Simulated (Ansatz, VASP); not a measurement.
TaS2 in VASP and in Ansatz

INCAR

```
SYSTEM = TaS2
PREC = Accurate ; ENCUT = 500
EDIFF = 1E-6 ; ISMEAR = 0
SIGMA = 0.05 ; LREAL = .False.
LASPH = .True. ; NELM = 120
ALGO = Normal ; ISIF = 2
LWAVE = .False. ; LCHARG = .False.
GGA = PE ; NBANDS = 18
GGA_COMPAT = .False.
```

The input KPOINTS:

```
regular mesh
0
Gamma
  12 12 6
  0 0 0
```

The input POSCAR:

```
TaS2
1.0
    3.3500000000      0.0000000000      0.0000000000
   -1.6750000000      2.9011851027      0.0000000000
    0.0000000000      0.0000000000      5.8600000000
Ta S
1 2
Direct
    0.0000000000      0.0000000000      0.0000000000
    0.3333333333      0.6666666667      0.2500000000
    0.6666666667      0.3333333333      0.7500000000
```

Input for Ansatz:

```yaml
crystal:
  lattice:
    - [3.35, 0.0, 0.0]
    - [-1.675, 2.9011851027, 0.0]
    - [0.0, 0.0, 5.86]
  atoms:
    - { symbol: Ta, position: [0.0, 0.0, 0.0] }
    - { symbol: S, position: [0.3333333333, 0.6666666667, 0.25] }
    - { symbol: S, position: [0.6666666667, 0.3333333333, 0.75] }
basis:
  ecutwfc: 420
  fft_grid_basis: typed
kpoints:
  mp_grid: { grid: [12, 12, 6] }
hamiltonian:
  xc: pbe
  pseudopotentials: { kind: paw }
scf:
  occupations: { method: gaussian, width: 0.05 }
output:
  forces: true
  stress: true
  eigenvalues: true
  bader: true
  write_density: true
  volumetric_format: npy
  elf: true
```

Alike in both runs: task single point; functional PBE; k mesh 12 × 12 × 6; occupations gaussian, width 0.05 eV; no spin polarisation.

|  | VASP | Ansatz |
| --- | --- | --- |
| version | VASP 6.6.1 | Ansatz 0.2.0 |
| potentials or method | VASP PAW PBE potentials, release 64 (Ta_pv, S), cutoff 500 eV | scalar-relativistic, plane waves, PAW |
| valence electrons in the cell | 23 | 25 |

Ansatz gave:

- gap on the k mesh at the Fermi level (eV): none
- pressure (GPa): 9.2
- traceless stress, the component that is largest in VASP (GPa): 3.28
- rms of the force components (eV/Å): 0.582

Task: Estimate VASP's values.

Result: gap on the k mesh at the Fermi level (eV): none; pressure (GPa): 9.2; traceless stress, the component that is largest in VASP (GPa): 3.33; rms of the force components (eV/Å): 0.586.

Atom by atom the forces differ by 0.005 eV/Å (rms over components). A gap of «none» marks a metal or a gap that the smearing closes. The functional is the same, so the differences come from potentials, cutoffs and numerics. VASP's potentials hold 23 valence electrons a cell and Ansatz's 25, so a difference there can come from the potentials and not from the codes.

Spin-orbit coupling is off throughout.
